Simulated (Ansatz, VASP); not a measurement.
Two plane-wave programs on Cd3HgSe4

```
Cd Hg Se
1.0
     6.21197    0.00000    0.00000
     0.00000    6.21197    0.00000
     0.00000    0.00000    6.21197
Cd Hg Se
3 1 4
Direct
  0.50000 0.00000 0.00000
  0.00000 0.00000 0.50000
  0.00000 0.50000 0.00000
  0.50000 0.50000 0.50000
  0.75181 0.24819 0.75181
  0.75181 0.75181 0.24819
  0.24819 0.24819 0.24819
  0.24819 0.75181 0.75181
```

Alike in both runs: task single point; functional PBE; k mesh 4 × 4 × 4; occupations gaussian, width 0.2 eV; no spin polarisation.

```csv
,VASP,Ansatz
version,VASP 6.6.1,Ansatz 0.2.0
potentials or method,"VASP PAW PBE potentials, release 64 (Cd, Hg, Se), cutoff 520 eV","scalar-relativistic, plane waves, PAW"
valence electrons in the cell,72,144
```

```tsv
	VASP	Ansatz	Ansatz less VASP
gap on the k mesh at the Fermi level (eV)	none	none	-
pressure (GPa)	0.3	0.0	-0.24
```

A gap of «none» marks a metal or a gap that the smearing closes. VASP's potentials hold 72 valence electrons a cell and Ansatz's 144, so a difference there can come from the potentials and not from the codes.

Spin-orbit coupling is off throughout.
